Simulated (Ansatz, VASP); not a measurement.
## Sc2AlAs3 in VASP and in Ansatz

Contents of INCAR:

```
SYSTEM = Sc2AlAs3
  ALGO = Normal
  EDIFF = 1E-6
  ENCUT = 520
  GGA = PE
  ISIF = 2
  ISMEAR = 0
  LASPH = .True.
  LCHARG = .True.
  LELF = .True.
  LREAL = .False.
  LVHAR = .True.
  LWAVE = .False.
  NBANDS = 29
  NELM = 60
  PREC = Accurate
  SIGMA = 0.1
```

File KPOINTS:

```
k-points
0
Gamma
  6 6 4
  0 0 0
```

POSCAR

```
Sc2AlAs3
1.0
    5.0776062200      0.0000000000      0.0000000000
   -2.5388031100      4.3973359700      0.0000000000
    0.0000000000      0.0000000000      5.5490417500
Sc Al As
2 1 3
Direct
    0.3333333300      0.6666666700      0.0000000000
    0.6666666700      0.3333333300      0.0000000000
    0.0000000000      0.0000000000      0.5000000000
    0.3333333300      0.6666666700      0.5000000000
    0.6666666700      0.3333333300      0.5000000000
    0.0000000000      0.0000000000      0.0000000000
```

Input for Ansatz:

```yaml
crystal:
  lattice:
    - [5.07760622, 0.0, 0.0]
    - [-2.53880311, 4.39733597, 0.0]
    - [0.0, 0.0, 5.54904175]
  atoms:
    - { symbol: Sc, position: [0.33333333, 0.66666667, 0.0] }
    - { symbol: Sc, position: [0.66666667, 0.33333333, 0.0] }
    - { symbol: Al, position: [0.0, 0.0, 0.5] }
    - { symbol: As, position: [0.33333333, 0.66666667, 0.5] }
    - { symbol: As, position: [0.66666667, 0.33333333, 0.5] }
    - { symbol: As, position: [0.0, 0.0, 0.0] }
basis:
  ecutwfc: 420
kpoints:
  mp_grid: { grid: [6, 6, 4] }
hamiltonian:
  xc: pbe
scf:
  occupations: { method: gaussian, width: 0.1 }
  lower_state_search: "off"
output:
  forces: true
  stress: true
  eigenvalues: true
```

Alike in both runs: task single point; functional PBE; k mesh 6 × 6 × 4; occupations gaussian, width 0.1 eV; no spin polarisation.

|  | VASP | Ansatz |
| --- | --- | --- |
| version | VASP 6.6.1 | Ansatz 0.2.0 |
| potentials or method | VASP PAW PBE potentials, release 64 (Sc_sv, Al, As), cutoff 520 eV | scalar-relativistic, plane waves, PAW |
| valence electrons in the cell | 40 | 70 |

|  | VASP | Ansatz | Ansatz less VASP |
| --- | --- | --- | --- |
| gap on the k mesh at the Fermi level (eV) | none | none | - |
| pressure (GPa) | -1.3 | -1.4 | -0.15 |
| traceless stress, the component that is largest in VASP (GPa) | -0.64 | -0.68 | -0.045 |

A gap of «none» marks a metal or a gap that the smearing closes. With one functional, cell and mesh, what is left measures potentials, basis and numerics. VASP's potentials hold 40 valence electrons a cell and Ansatz's 70, so a difference there can come from the potentials and not from the codes.
